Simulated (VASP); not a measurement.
# BaZrO3 (Pm-3m) in VASP: a series of runs, part 2 of 2

VASP 6.6.1. The steps go on from the part before.

### 4 Relaxation of cell and atoms, LDA, target pressure 10 GPa, at which the enthalpy is minimised

The input, INCAR:

```
ALGO = Normal
EDIFF = 1E-7
EDIFFG = -0.05
ENCUT = 600
GGA = CA
GGA_COMPAT = F
IBRION = 2
ISIF = 3
ISMEAR = 0
LASPH = T
LCHARG = F
LREAL = F
LWAVE = F
NELM = 120
NELMIN = 4
NSW = 80
PREC = Accurate
PSTRESS = 100.0
SIGMA = 0.01
```

The input, KPOINTS:

```
k-points
0
Gamma
  4 4 4
```

The input, POSCAR:

```
BaZrO3
1.0
    4.1913400000      0.0000000000      0.0000000000
    0.0000000000      4.1913400000      0.0000000000
    0.0000000000      0.0000000000      4.1913400000
Ba Zr O
1 1 3
Direct
    0.0000000000      0.0000000000      0.0000000000
    0.5000000000      0.5000000000      0.5000000000
    0.0000000000      0.5000000000      0.5000000000
    0.5000000000      0.0000000000      0.5000000000
    0.5000000000      0.5000000000      0.0000000000
```

Potentials or basis: VASP PAW LDA potentials, release 64 (Ba_sv, Zr_sv, O).

On the command line:

```sh
$ cat potpaw_LDA.64/Ba_sv/POTCAR potpaw_LDA.64/Zr_sv/POTCAR potpaw_LDA.64/O/POTCAR > POTCAR
$ mpirun -np 1 vasp_std > vasp.out
```

OUTCAR:

```text
EDIFF = 1E-7
   EDIFFG = -0.05
   ENCUT = 600
   GGA = CA
   IBRION = 2
   ISIF = 3
   ISMEAR = 0
   LASPH = T
   LREAL = F
   NELM = 120
   NELMIN = 4
   NSW = 80
   PREC = Accurate
   PSTRESS = 100.0

 ion  position               nearest neighbor table
   1  0.000  0.000  0.000-   3 2.96   4 2.96   5 2.96   3 2.96   4 2.96   3 2.96   5 2.96   3 2.96
                             4 2.96   5 2.96   4 2.96   5 2.96   2 3.63   2 3.63   2 3.63   2 3.63
   2  0.500  0.500  0.500-   3 2.10   4 2.10   5 2.10   5 2.10   4 2.10   3 2.10   1 3.63   1 3.63
                             1 3.63   1 3.63   1 3.63   1 3.63   1 3.63   1 3.63
   3  0.000  0.500  0.500-   2 2.10   2 2.10   1 2.96   1 2.96   1 2.96   1 2.96
   4  0.500  0.000  0.500-   2 2.10   2 2.10   1 2.96   1 2.96   1 2.96   1 2.96
   5  0.500  0.500  0.000-   2 2.10   2 2.10   1 2.96   1 2.96   1 2.96   1 2.96

  LATTYP: Found a simple cubic cell.
 ALAT       =     4.1913400000

  Lattice vectors:

 A1 = (   4.1913400000,   0.0000000000,   0.0000000000)
 A2 = (   0.0000000000,   4.1913400000,   0.0000000000)
 A3 = (   0.0000000000,   0.0000000000,   4.1913400000)

Analysis of symmetry for initial positions (statically):
=====================================================================
 Subroutine PRICEL returns:
 Original cell was already a primitive cell.

[... 150 lines left out ...]
   NGX = 17   NGY = 17   NGZ = 17

--------------------------------------- Ionic step        1  -------------------------------------------

 number of electron      40.0000010 magnetization

 Free energy of the ion-electron system (eV)
  ---------------------------------------------------
  ext. energy  EPLUGINS =         0.00000000
  ---------------------------------------------------
  free energy    TOTEN  =       -45.71940936 eV

  energy without entropy =      -45.71940936  energy(sigma->0) =      -45.71940936

------------------------ aborting loop because EDIFF is reached ----------------------------------------

  FORCE on cell =-STRESS in cart. coord.  units (eV):
  Direction    XX          YY          ZZ          XY          YZ          ZX
  --------------------------------------------------------------------------------------
  -------------------------------------------------------------------------------------
  Total       -1.8243231     -1.8243231     -1.8243231     -0.0000000     -0.0000000      0.0000000
  in kB      -39.6966317    -39.6966317    -39.6966317     -0.0000000     -0.0000000      0.0000000
  external PRESSURE =    -139.6966317 kB  Pullay stress =     100.0000000 kB
[... 69 lines left out ...]
--------------------------------------- Ionic step        3  -------------------------------------------

 number of electron      39.9999986 magnetization

 Free energy of the ion-electron system (eV)
  ---------------------------------------------------
  ext. energy  EPLUGINS =         0.00000000
  ---------------------------------------------------
  free energy    TOTEN  =       -45.64502078 eV

  energy without entropy =      -45.64502078  energy(sigma->0) =      -45.64502078

 E-fermi :   4.1010     XC(G=0): -11.5987

 val. band max:        4.0174370335   @ k =   0.5000   0.5000   0.5000
 cond. band min:       7.2216313409   @ k =   0.0000   0.0000   0.0000
 fundamental gap:      3.2041943074
 Fermi energy:         4.1009877518

 k-point     1 :       0.0000    0.0000    0.0000
  band No.  band energies     occupation
      1     -42.2111      2.00000
      2     -20.9180      2.00000
      3     -20.6610      2.00000
      4     -20.6610      2.00000
      5     -20.6610      2.00000
      6     -12.1538      2.00000
[... 295 lines left out ...]
  energy  without entropy=      -45.6450207788  energy(sigma->0) =      -45.64502078

  enthalpy is  TOTEN    =       -41.3714072658 eV   P V=        4.2736135130

 reached required accuracy - stopping structural energy minimisation
```

CONTCAR:

```text
BaZrO3
   1.00000000000000
     4.0910545973591095    0.0000000000000000    0.0000000000000000
    -0.0000000000000000    4.0910545973591095   -0.0000000000000000
     0.0000000000000000   -0.0000000000000000    4.0910545973591095
  Ba              Zr              O
     1     1     3
Direct
     0.0000000000000000    0.0000000000000000    0.0000000000000000
     0.5000000000000000    0.5000000000000000    0.5000000000000000
     0.0000000000000000    0.5000000000000000    0.5000000000000000
     0.5000000000000000    0.0000000000000000    0.5000000000000000
     0.5000000000000000    0.5000000000000000    0.0000000000000000

  0.00000000E+00  0.00000000E+00  0.00000000E+00
  0.00000000E+00  0.00000000E+00  0.00000000E+00
  0.00000000E+00  0.00000000E+00  0.00000000E+00
  0.00000000E+00  0.00000000E+00  0.00000000E+00
  0.00000000E+00  0.00000000E+00  0.00000000E+00
```

Wall time 75 s (1 thread of Intel Xeon Platinum 8488C (Sapphire Rapids), shared host); peak memory 0.19 GiB.

What came out:

| Property | Result |
| --- | --- |
| Free energy | -45.6450 eV |
| Relaxed volume | 13.69 Å³/atom |
| Relaxed cell | a = 4.091 Å, b = 4.091 Å, c = 4.091 Å, α = 90.00°, β = 90.00°, γ = 90.00° |
| Space group after relaxing (to 0.05 Å) | Pm-3m (No. 221) |
| Energy change on relaxing (the enthalpy is what falls) | +14.9 meV/atom |
| Ionic steps | 3 |
| Pressure after relaxing | 9.5 GPa |
| Band gap on the k mesh | 3.20 eV, indirect (least direct gap 3.32 eV) |

Step by step:
| step | energy change (eV) | largest force (eV/Å) | pressure (GPa) | volume (Å³) |
| --- | --- | --- | --- | --- |
| 1 | 0.0000 | 0.0000 | -3.97 | 73.63 |
| 2 | 1.2436 | 0.0000 | 42.49 | 60.78 |
| 3 | 0.0744 | 0.0000 | 9.45 | 68.47 |

Final structure:
```
Ba Zr O
1.0
     4.09105    0.00000    0.00000
     0.00000    4.09105    0.00000
     0.00000    0.00000    4.09105
Ba Zr O
1 1 3
Direct
  0.00000 0.00000 0.00000
  0.50000 0.50000 0.50000
  0.00000 0.50000 0.50000
  0.50000 0.00000 0.50000
  0.50000 0.50000 0.00000
```

Caveat: the cell is relaxed towards a set pressure, so the enthalpy falls and the energy may rise; spin-orbit coupling is left out, which moves the levels of the heavy elements.

### 5 Relaxation of cell and atoms, LDA, target pressure 20 GPa, at which the enthalpy is minimised

The input, INCAR:

```
SYSTEM = BaZrO3
PREC = Accurate
ENCUT = 600
EDIFF = 1E-7
ISMEAR = 0
SIGMA = 0.01
LREAL = .False.
LASPH = .True.
NELM = 120
ALGO = Normal
ISIF = 3
LWAVE = .False.
LCHARG = .False.
GGA = CA
IBRION = 2
NSW = 80
EDIFFG = -0.05
PSTRESS = 200.0
GGA_COMPAT = .False.
NELMIN = 4
```

The input, KPOINTS:

```
regular mesh
0
Gamma
  4 4 4
  0 0 0
```

POSCAR is that of step 4.

On the command line:

```sh
$ cat potpaw_LDA.64/Ba_sv/POTCAR potpaw_LDA.64/Zr_sv/POTCAR potpaw_LDA.64/O/POTCAR > POTCAR
$ mpirun -np 1 vasp_std > vasp.out
```

Wall time 90 s (1 thread of Intel Xeon Platinum 8488C (Sapphire Rapids), shared host); peak memory 0.19 GiB.

The run converged. Its results:

* Free energy: -45.3900 eV
* Relaxed volume: 13.12 Å³/atom
* Relaxed cell: a = 4.033 Å, b = 4.033 Å, c = 4.033 Å, α = 90.00°, β = 90.00°, γ = 90.00°
* Space group after relaxing (to 0.05 Å): Pm-3m (No. 221)
* Energy change on relaxing (the enthalpy is what falls): +65.9 meV/atom
* Ionic steps: 4
* Pressure after relaxing: 19.5 GPa
* Band gap on the k mesh: 3.28 eV, indirect (least direct gap 3.31 eV)

Step by step:
```csv
step,energy change (eV),largest force (eV/Å),pressure (GPa),volume (Å³)
1,0.0000,0.0000,-3.97,73.63
2,4.9363,0.0000,108.81,52.56
3,0.2800,0.0000,17.87,66.04
4,0.3294,0.0000,19.51,65.61
```

Final structure:
```xyz
5
Lattice="4.0334 0.0000 0.0000 0.0000 4.0334 0.0000 0.0000 0.0000 4.0334" Properties=species:S:1:pos:R:3 pbc="T T T"
Ba    0.0000    0.0000    0.0000
Zr    2.0167    2.0167    2.0167
O     0.0000    2.0167    2.0167
O     2.0167    0.0000    2.0167
O     2.0167    2.0167    0.0000
```

Levels at points of the mesh, in eV from the valence-band top:
| k point | band 17 | band 18 | band 19 | band 20 | band 21 | band 22 | band 23 | band 24 |
| --- | --- | --- | --- | --- | --- | --- | --- | --- |
| (0.00, 0.00, 0.00) | -1.19 | -0.03 | -0.03 | -0.03 | 3.28 | 3.28 | 3.28 | 4.64 |
| (0.50, 0.00, 0.00) | -1.92 | -1.92 | -0.20 | -0.20 | 3.85 | 6.43 | 6.43 | 6.77 |
| (0.50, 0.50, 0.00) | -0.89 | -0.89 | -0.43 | -0.09 | 6.37 | 6.37 | 7.01 | 7.18 |
| (0.50, 0.50, 0.50) | -2.56 | 0.00 | 0.00 | 0.00 | 6.38 | 6.38 | 6.38 | 8.00 |

Caveat: the cell is relaxed towards a set pressure, so the enthalpy falls and the energy may rise; spin-orbit coupling is left out, which moves the levels of the heavy elements.

### 6 The runs side by side

```csv
cell,gap on the mesh (eV),pressure (GPa)
relaxed,3.11,0.0
relaxed to 5 GPa,3.16,4.8
relaxed to 10 GPa,3.20,9.5
relaxed to 20 GPa,3.28,19.5
```

Alike in all rows: task relaxation of cell and atoms; level LDA; potentials or basis VASP PAW LDA potentials, release 64 (Ba_sv, Zr_sv, O); no spin polarisation; k mesh 4 × 4 × 4; cutoff (eV) 600; smearing gaussian 0.01 eV.

Caveats: spin-orbit coupling is left out, which moves the levels of the heavy elements; the cell is relaxed towards a set pressure, so the enthalpy falls and the energy may rise (some runs).

Absolute energies hang on the potentials; compare differences alone.
